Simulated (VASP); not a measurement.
# MgO (d3) (Fm-3m) in VASP: further runs

MgO (d3) is run at these levels: PBE+D3(BJ); tasks: single point, relaxation of cell and atoms.

Everything below comes from runs of VASP 6.6.1. Logs are shortened: lines on timing, memory, paths and dates and some standing lists are left out, and cuts for length are marked.

## 1. The cell of the first run

Symmetry: Fm-3m, No. 225, cubic system. The conventional cell has a = 4.116 Å, b = 4.116 Å, c = 4.116 Å, α = 90.00°, β = 90.00°, γ = 90.00°. Within 2.7 Å of Mg (site symmetry m-3m) lie 6 O at 2.06 Å. Within 2.7 Å of O (site symmetry m-3m) lie 6 Mg at 2.06 Å.

## 2. Single point, PBE+D3(BJ)

Contents of INCAR:

```
PREC     = Accurate       # precision mode
ENCUT    = 600            # plane-wave cutoff, eV
EDIFF    = 1E-6           # SCF threshold, eV
ISMEAR   = 0              # smearing method
SIGMA    = 0.02           # smearing width, eV
LREAL    = F              # projectors in reciprocal space
LASPH    = T              # aspherical terms in the spheres
NELM     = 120            # most SCF steps
ALGO     = Normal         # electronic algorithm
ISIF     = 2              # what is computed and relaxed
LWAVE    = F              # write WAVECAR
LCHARG   = F              # write CHGCAR
GGA      = PE             # functional
IVDW     = 12             # dispersion correction
NBANDS   = 11             # bands
GGA_COMPAT= F
```

Contents of KPOINTS:

```
regular mesh
0
Gamma
  10 10 10
```

Contents of POSCAR:

```
MgO
1.0
    0.0000000000      2.0581754241      2.0581754241
    2.0581754241      0.0000000000      2.0581754241
    2.0581754241      2.0581754241      0.0000000000
Mg O
1 1
Direct
    0.0000000000      0.0000000000      0.0000000000
    0.5000000000      0.5000000000      0.5000000000
```

Potentials or basis: VASP PAW PBE potentials, release 64 (Mg, O).

Started as:

```console
$ cat potpaw_PBE.64/Mg/POTCAR potpaw_PBE.64/O/POTCAR > POTCAR
$ mpirun -np 1 vasp_std > vasp.out
```

OUTCAR:

```text
PREC = Accurate
   ENCUT = 600
   EDIFF = 1E-6
   ISMEAR = 0
   LREAL = F
   LASPH = T
   NELM = 120
   ISIF = 2
   GGA = PE
   IVDW = 12
 IVDW          = 12

 ion  position               nearest neighbor table
   1  0.000  0.000  0.000-   2 2.06   2 2.06   2 2.06   2 2.06   2 2.06   2 2.06
   2  0.500  0.500  0.500-   1 2.06   1 2.06   1 2.06   1 2.06   1 2.06   1 2.06

  LATTYP: Found a face centered cubic cell.
 ALAT       =     4.1163508482

  Lattice vectors:

 A1 = (   0.0000000000,   2.0581754241,   2.0581754241)
 A2 = (   2.0581754241,   0.0000000000,   2.0581754241)
 A3 = (   2.0581754241,   2.0581754241,   0.0000000000)

Analysis of symmetry for initial positions (statically):
=====================================================================
 Subroutine PRICEL returns:
 Original cell was already a primitive cell.

 Routine SETGRP: Setting up the symmetry group for a
 face centered cubic supercell.

 Subroutine GETGRP returns: Found 48 space group operations
 (whereof 48 operations were pure point group operations)
 out of a pool of 48 trial point group operations.

The static configuration has the point symmetry O_h .

Analysis of symmetry for dynamics (positions and initial velocities):
=====================================================================
 Subroutine PRICEL returns:
 Original cell was already a primitive cell.

 Routine SETGRP: Setting up the symmetry group for a
 face centered cubic supercell.

 Subroutine GETGRP returns: Found 48 space group operations
 (whereof 48 operations were pure point group operations)
 out of a pool of 48 trial point group operations.

The dynamic configuration has the point symmetry O_h .

 Subroutine INISYM returns: Found 48 space group operations
 (whereof 48 operations are pure point group operations),
 and found     1 'primitive' translations

----------------------------------------------------------------------------------------

                                     Primitive cell

  volume of cell :      17.4372

  direct lattice vectors                    reciprocal lattice vectors
     0.000000000  2.058175424  2.058175424    -0.242933617  0.242933617  0.242933617
     2.058175424  0.000000000  2.058175424     0.242933617 -0.242933617  0.242933617
     2.058175424  2.058175424  0.000000000     0.242933617  0.242933617 -0.242933617

  length of vectors
     2.910699599  2.910699599  2.910699599     0.420773367  0.420773367  0.420773367

  position of ions in fractional coordinates (direct lattice)
     0.000000000  0.000000000  0.000000000
     0.500000000  0.500000000  0.500000000

  ion indices of the primitive-cell ions
   primitive index   ion index
                 1           1
                 2           2

----------------------------------------------------------------------------------------

 KPOINTS: regular mesh

Automatic generation of k-mesh.
 Grid dimensions read from file:
 generate k-points for:   10   10   10

 Generating k-lattice:

  Cartesian coordinates                     Fractional coordinates (reciprocal lattice)
    -0.024293362  0.024293362  0.024293362     0.100000000  0.000000000  0.000000000
     0.024293362 -0.024293362  0.024293362     0.000000000  0.100000000  0.000000000
     0.024293362  0.024293362 -0.024293362     0.000000000  0.000000000  0.100000000

  Length of vectors
     0.042077337  0.042077337  0.042077337

  Shift w.r.t. Gamma in fractional coordinates (k-lattice)
     0.000000000  0.000000000  0.000000000

 Subroutine IBZKPT returns following result:
 ===========================================

 Found     47 irreducible k-points:

 Following reciprocal coordinates:
            Coordinates               Weight
  0.000000  0.000000  0.000000      1.000000
  0.100000  0.000000  0.000000      8.000000
  0.200000  0.000000  0.000000      8.000000
  0.300000  0.000000  0.000000      8.000000
  0.400000  0.000000  0.000000      8.000000
  0.500000  0.000000  0.000000      4.000000
[... 16 lines left out ...]
  0.300000  0.300000  0.000000      6.000000
  0.400000  0.300000  0.000000     24.000000
 [... further k-points ...]
   k-points           NKPTS =     47   k-points in BZ     NKDIM =     47   number of bands    NBANDS=     11
   number of dos      NEDOS =    301   number of ions     NIONS =      2
   total plane-waves  NPLWV =  13824
   dimension x,y,z NGX =    24 NGY =   24 NGZ =   24
   dimension x,y,z NGXF=    48 NGYF=   48 NGZF=   48
   ions per type =               1   1
   NGX,Y,Z   is equivalent  to a cutoff of  13.71, 13.71, 13.71 a.u.
   NGXF,Y,Z  is equivalent  to a cutoff of  27.42, 27.42, 27.42 a.u.
 SYSTEM =  unknown system
   PREC   = accura    normal or accurate (medium, high low for compatibility)
   ISTART =      0    job   : 0-new  1-cont  2-samecut
   ICHARG =      2    charge: 1-file 2-atom 10-const
   ISPIN  =      1    spin polarized calculation?
   LNONCOLLINEAR =      F non collinear calculations
   LSORBIT =      F    spin-orbit coupling
   LASPH  =      T    aspherical Exc in radial PAW
   ENCUT  =  600.0 eV  44.10 Ry    6.64 a.u.   5.81  5.81  5.81*2*pi/ulx,y,z
   NELM   =    120;   NELMIN=  2; NELMDL= -5     # of ELM steps
   EDIFF  = 0.1E-05   stopping-criterion for ELM
   LREAL  =      F    real-space projection
   EDIFFG = 0.1E-04   stopping-criterion for IOM
   NSW    =      0    number of steps for IOM
   IBRION =     -1    ionic relax: 0-MD 1-quasi-New 2-CG
   NFREE  =      0    steps in history (QN), initial steepest desc. (CG)
   ISIF   =      2    stress and relaxation
   ISYM   =      2    0-nonsym 1-usesym 2-fastsym
   POTIM  = 0.5000    time-step for ionic-motion
   TEBEG  =    0.0;   TEEND  =   0.0 temperature during run
   PSTRESS=    0.0 pullay stress
   NELECT =       8.0000    total number of electrons
   NUPDOWN=      -1.0000    fix difference up-down
   EMIN   =  10.00;   EMAX   =-10.00  energy-range for DOS
   EFERMI =   0.00;   METHOD = LEGACY
   ISMEAR =     0;   SIGMA  =   0.02  broadening in eV -4-tet -1-fermi 0-gaus
   EFERMI_NEDOS =   21; number of points for ismear=-14 and -15
   IALGO  =     38    algorithm
   IMIX   =      4    mixing-type and parameters
     AMIX     =   0.40;   BMIX     =  1.00
     AMIX_MAG =   1.60;   BMIX_MAG =  1.00
  volume/ion in A,a.u.               =       8.72        58.84
  Fermi-wavevector in a.u.,A,eV,Ry     =   1.262639  2.386041 21.691177  1.594257
  Thomas-Fermi vector in A             =   2.396037
   LORBIT       =      0    0 simple, 1 ext, 2 COOP (PROOUT), +10 PAW based schemes
   GGA     = PE    functional components
   LHFCALC =     F    Hartree Fock is set to
   AEXX    =    0.0000 exact exchange contribution
   IVDW    =    12    specifies the selected vdW correction
   LEPSILON=     F    determine dielectric tensor
   LRPA    =     F    only Hartree local field effects (RPA)
 non-spin polarized calculation
 Gauss-broadening in eV      SIGMA  =   0.02
  energy-cutoff  :      600.00
  volume of cell :       17.44
 maximum number of plane-waves:       592
   NGX = 11   NGY = 11   NGZ = 11

 number of electron       7.9999997 magnetization

 Free energy of the ion-electron system (eV)
  ---------------------------------------------------
  ext. energy  EPLUGINS =         0.00000000
  ---------------------------------------------------
  free energy    TOTEN  =       -11.82799659 eV

  energy without entropy =      -11.82799659  energy(sigma->0) =      -11.82799659

 E-fermi :   3.8936     XC(G=0): -11.4096

 val. band max:        3.7225621995   @ k =   0.0000   0.0000   0.0000
 cond. band min:       9.1514159155   @ k =   0.0000   0.0000   0.0000
 fundamental gap:      5.4288537160
 Fermi energy:         3.8935909217

 k-point     1 :       0.0000    0.0000    0.0000
  band No.  band energies     occupation
      1     -13.9088      2.00000
      2       3.7226      2.00000
      3       3.7226      2.00000
      4       3.7226      2.00000
      5       9.1514      0.00000
      6      19.9139      0.00000
      7      19.9139      0.00000
      8      19.9139      0.00000
      9      24.0158      0.00000
     10      25.8734      0.00000
     11      25.8734      0.00000

 k-point     2 :       0.1000    0.0000    0.0000
  band No.  band energies     occupation
      1     -13.7901      2.00000
      2       3.0568      2.00000
      3       3.6462      2.00000
      4       3.6462      2.00000
      5       9.7718      0.00000
      6      18.6441      0.00000
      7      20.1805      0.00000
      8      20.1805      0.00000
      9      25.2410      0.00000
     10      25.2410      0.00000
     11      25.8006      0.00000

 k-point     3 :       0.2000    0.0000    0.0000
  band No.  band energies     occupation
      1     -13.4622      2.00000
      2       1.6661      2.00000
      3       3.4533      2.00000
      4       3.4533      2.00000
      5      10.9559      0.00000
      6      17.1537      0.00000
      7      20.7531      0.00000
      8      20.7531      0.00000
      9      24.5800      0.00000
     10      24.5800      0.00000
     11      27.1155      0.00000

 k-point     4 :       0.3000    0.0000    0.0000
  band No.  band energies     occupation
      1     -13.0155      2.00000
      2       0.2431      2.00000
      3       3.2270      2.00000
      4       3.2270      2.00000
      5      11.8144      0.00000
      6      16.6079      0.00000
      7      20.9998      0.00000
      8      20.9998      0.00000
      9      25.0138      0.00000
     10      25.0138      0.00000
     11      26.5305      0.00000
[... 239 lines left out ...]
 k-point    22 :      -0.2000    0.2000    0.0000
  band No.  band energies     occupation
      1     -12.8840      2.00000
      2       0.4553      2.00000
      3       2.2734      2.00000
      4       3.2178      2.00000
      5      12.8614      0.00000
      6      16.0088      0.00000
      7      19.6326      0.00000
      8      22.3740      0.00000
      9      22.7198      0.00000
     10      25.9170      0.00000
     11      29.8126      0.00000

 k-point    23 :       0.3000    0.3000    0.0000
  band No.  band energies     occupation
      1     -12.7903      2.00000
      2       0.3844      2.00000
      3       2.7129      2.00000
      4       2.7129      2.00000
      5      13.3297      0.00000
      6      14.2934      0.00000
      7      18.9351      0.00000
      8      22.5136      0.00000
      9      22.5136      0.00000
     10      28.6547      0.00000
     11      32.5575      0.00000

 k-point    24 :       0.4000    0.3000    0.0000
  band No.  band energies     occupation
      1     -12.5078      2.00000
      2      -0.0833      2.00000
      3       2.3170      2.00000
      4       2.5536      2.00000
      5      13.8255      0.00000
      6      14.2960      0.00000
      7      18.0809      0.00000
      8      22.8282      0.00000
      9      23.0483      0.00000
     10      29.4731      0.00000
     11      32.1237      0.00000

 [... further k-points ...]

------------------------ aborting loop because EDIFF is reached ----------------------------------------

 Edisp (eV)   -0.62946

 E8    (eV) :    -0.2467

  FORCE on cell =-STRESS in cart. coord.  units (eV):
  Direction    XX          YY          ZZ          XY          YZ          ZX
  --------------------------------------------------------------------------------------
  -------------------------------------------------------------------------------------
  Total       1.20180     1.20180     1.20180     0.00000     0.00000    -0.00000
  in kB     110.42425   110.42425   110.42425     0.00000     0.00000    -0.00000
  external pressure =      110.42 kB  Pullay stress =        0.00 kB

 VOLUME and BASIS-vectors are now :
 -----------------------------------------------------------------------------
  energy-cutoff  :      600.00
  volume of cell :       17.44
      direct lattice vectors                 reciprocal lattice vectors
     0.000000000  2.058175424  2.058175424    -0.242933617  0.242933617  0.242933617
     2.058175424  0.000000000  2.058175424     0.242933617 -0.242933617  0.242933617
     2.058175424  2.058175424  0.000000000     0.242933617  0.242933617 -0.242933617

 POSITION                                       TOTAL-FORCE (eV/Angst)
 -----------------------------------------------------------------------------------
      0.00000      0.00000      0.00000        -0.000000     -0.000000      0.000000
      2.05818      2.05818      2.05818         0.000000      0.000000     -0.000000
 -----------------------------------------------------------------------------------
    total drift:                               -0.000000     -0.000000      0.000000

  FREE ENERGIE OF THE ION-ELECTRON SYSTEM (eV)
  ---------------------------------------------------
  free  energy   TOTEN  =       -12.4574574807 eV

  energy  without entropy=      -12.4574574807  energy(sigma->0) =      -12.45745748
```

Run time: 6 s. Hardware: 1 thread of AMD EPYC 9R45 (Zen 5), shared host; peak memory 0.12 GiB.

Results:

```
Free energy                : -12.4575 eV
Pressure                   : 11.0 GPa
Band gap on the k mesh     : 5.43 eV, direct
Dispersion energy per atom : -0.315 eV
```

Levels at points of the mesh, in eV from the valence-band top:
```tsv
k point	band 2	band 3	band 4	band 5	band 6	band 7
(0.00, 0.00, 0.00)	0.00	0.00	0.00	5.43	16.19	16.19
(0.50, 0.00, 0.00)	-4.93	-0.73	-0.73	8.35	13.40	17.04
(0.50, 0.50, 0.00)	-4.37	-1.45	-1.45	9.20	10.75	13.85
```

Expect the measured gap to be larger: semilocal functionals such as PBE lack the derivative discontinuity.

## 3. Relaxation of cell and atoms, PBE+D3(BJ), target pressure 12 GPa, at which the enthalpy is minimised

This run uses another cell than the first one, of 9.37 Å³/atom, 1.075 times its volume.

Contents of INCAR:

```
SYSTEM = MgO
ALGO     = Normal         ! electronic algorithm
EDIFF    = 1E-7           ! SCF threshold, eV
EDIFFG   = -0.002         ! ionic threshold
ENCUT    = 600            ! plane-wave cutoff, eV
GGA      = PE             ! functional
GGA_COMPAT= .False.      
IBRION   = 2              ! ionic algorithm
ISIF     = 3              ! what is computed and relaxed
ISMEAR   = 0              ! smearing method
IVDW     = 12             ! dispersion correction
LASPH    = .True.         ! aspherical terms in the spheres
LCHARG   = .False.        ! write CHGCAR
LREAL    = .False.        ! projectors in reciprocal space
LWAVE    = .False.        ! write WAVECAR
NELM     = 120            ! most SCF steps
NELMIN   = 4            
NSW      = 100            ! ionic steps
PREC     = Accurate       ! precision mode
PSTRESS  = 120.0        
SIGMA    = 0.02           ! smearing width, eV
```

Contents of KPOINTS:

```
k-points
0
Gamma
  10 10 10
  0 0 0
```

Contents of POSCAR:

```
MgO
1.0
    0.0000000000      2.1085000000      2.1085000000
    2.1085000000      0.0000000000      2.1085000000
    2.1085000000      2.1085000000      0.0000000000
Mg O
1 1
Direct
    0.0000000000      0.0000000000      0.0000000000
    0.5000000000      0.5000000000      0.5000000000
```

Potentials or basis: VASP PAW PBE potentials, release 64 (Mg, O).

Started as:

```console
$ cat potpaw_PBE.64/Mg/POTCAR potpaw_PBE.64/O/POTCAR > POTCAR
$ mpirun -np 1 vasp_std > vasp.out
```

OUTCAR:

```text
SYSTEM = MgO
   EDIFF = 1E-7
   EDIFFG = -0.002
   ENCUT = 600
   GGA = PE
   IBRION = 2
   ISIF = 3
   ISMEAR = 0
   IVDW = 12
   LASPH = .True.
   LREAL = .False.
   NELM = 120
   NELMIN = 4
   NSW = 100
   PREC = Accurate
   PSTRESS = 120.0
 IVDW          = 12

 ion  position               nearest neighbor table
   1  0.000  0.000  0.000-   2 2.11   2 2.11   2 2.11   2 2.11   2 2.11   2 2.11
   2  0.500  0.500  0.500-   1 2.11   1 2.11   1 2.11   1 2.11   1 2.11   1 2.11

  LATTYP: Found a face centered cubic cell.
 ALAT       =     4.2170000000

  Lattice vectors:

 A1 = (   0.0000000000,   2.1085000000,   2.1085000000)
 A2 = (   2.1085000000,   0.0000000000,   2.1085000000)
 A3 = (   2.1085000000,   2.1085000000,   0.0000000000)

Analysis of symmetry for initial positions (statically):
=====================================================================
 Subroutine PRICEL returns:
 Original cell was already a primitive cell.

 Routine SETGRP: Setting up the symmetry group for a
[... 253 lines left out ...]
 number of electron       7.9999997 magnetization

 Free energy of the ion-electron system (eV)
  ---------------------------------------------------
  ext. energy  EPLUGINS =         0.00000000
  ---------------------------------------------------
  free energy    TOTEN  =       -11.82285867 eV

  energy without entropy =      -11.82285867  energy(sigma->0) =      -11.82285867

 E-fermi :   3.9054     XC(G=0): -11.4326

 val. band max:        3.7599294870   @ k =   0.0000   0.0000   0.0000
 cond. band min:       9.2399481754   @ k =   0.0000   0.0000   0.0000
 fundamental gap:      5.4800186883
 Fermi energy:         3.9053854139

 k-point     1 :       0.0000    0.0000    0.0000
  band No.  band energies     occupation
      1     -13.8971      2.00000
      2       3.7599      2.00000
      3       3.7599      2.00000
      4       3.7599      2.00000
      5       9.2399      0.00000
      6      19.9791      0.00000
      7      19.9791      0.00000
      8      19.9791      0.00000
[... 243 lines left out ...]
 k-point    24 :       0.4000    0.3000    0.0000
  band No.  band energies     occupation
      1     -12.4844      2.00000
      2      -0.0621      2.00000
      3       2.3471      2.00000
      4       2.5850      2.00000
      5      13.8860      0.00000
      6      14.3762      0.00000
      7      18.1724      0.00000
      8      22.9313      0.00000

 [... further k-points ...]

------------------------ aborting loop because EDIFF is reached ----------------------------------------

 Edisp (eV)   -0.63255

 E8    (eV) :    -0.2479
[... 29 lines left out ...]
  energy  without entropy=      -12.4554118421  energy(sigma->0) =      -12.45541184

  enthalpy is  TOTEN    =       -11.1555709069 eV   P V=        1.2998409353

 reached required accuracy - stopping structural energy minimisation
```

OSZICAR:

```text
N       E                     dE             d eps       ncg     rms          rms(c)
DAV:   1     0.193770657581E+02    0.19377E+02   -0.52263E+03   840   0.101E+03
DAV:   2    -0.129691562238E+02   -0.32346E+02   -0.31181E+02   936   0.158E+02
DAV:   3    -0.134675890847E+02   -0.49843E+00   -0.49843E+00   976   0.221E+01
[... 22 lines left out ...]
DAV:   3    -0.118233169263E+02    0.66330E-03   -0.36450E-03   832   0.822E-01    0.134E-01
DAV:   4    -0.118228638789E+02    0.45305E-03   -0.45358E-04   784   0.245E-01    0.259E-02
DAV:   5    -0.118228593541E+02    0.45248E-05   -0.38781E-05   816   0.489E-02    0.737E-03
DAV:   6    -0.118228587061E+02    0.64800E-06   -0.54106E-07   792   0.754E-03    0.410E-04
DAV:   7    -0.118228586662E+02    0.39891E-07   -0.52738E-09   440   0.850E-04
   3 F= -.11155571E+02 E0= -.11155571E+02  d E =-.650983E-01
```

Run time: 11 s. Hardware: 1 thread of AMD EPYC 9R45 (Zen 5), shared host; peak memory 0.13 GiB.

What came out:

| Item | Value |
| --- | --- |
| Free energy | -12.4554 eV |
| Relaxed volume | 8.68 Å³/atom |
| Relaxed cell | a = 2.906 Å, b = 2.906 Å, c = 2.906 Å, α = 60.00°, β = 60.00°, γ = 60.00° |
| Space group after relaxing (to 0.05 Å) | Fm-3m (No. 225) |
| Energy change on relaxing (the enthalpy is what falls) | +19.6 meV/atom |
| Ionic steps | 3 |
| Pressure after relaxing | 12.0 GPa |
| Band gap on the k mesh | 5.48 eV, direct |
| Dispersion energy per atom | -0.316 eV |

The path:
```tsv
step	energy change (eV)	largest force (eV/Å)	pressure (GPa)	volume (Å³)
1	0.0000	0.0000	-2.02	18.75
2	0.1176	0.0000	22.09	16.61
3	0.0392	0.0000	11.97	17.35
```

Final structure:
```xyz
2
Lattice="0.0000 2.0549 2.0549 2.0549 0.0000 2.0549 2.0549 2.0549 0.0000" Properties=species:S:1:pos:R:3 pbc="T T T"
Mg    0.0000    0.0000    0.0000
O     2.0549    2.0549    2.0549
```

Caveat: the cell is relaxed towards a set pressure, so the enthalpy falls and the energy may rise.
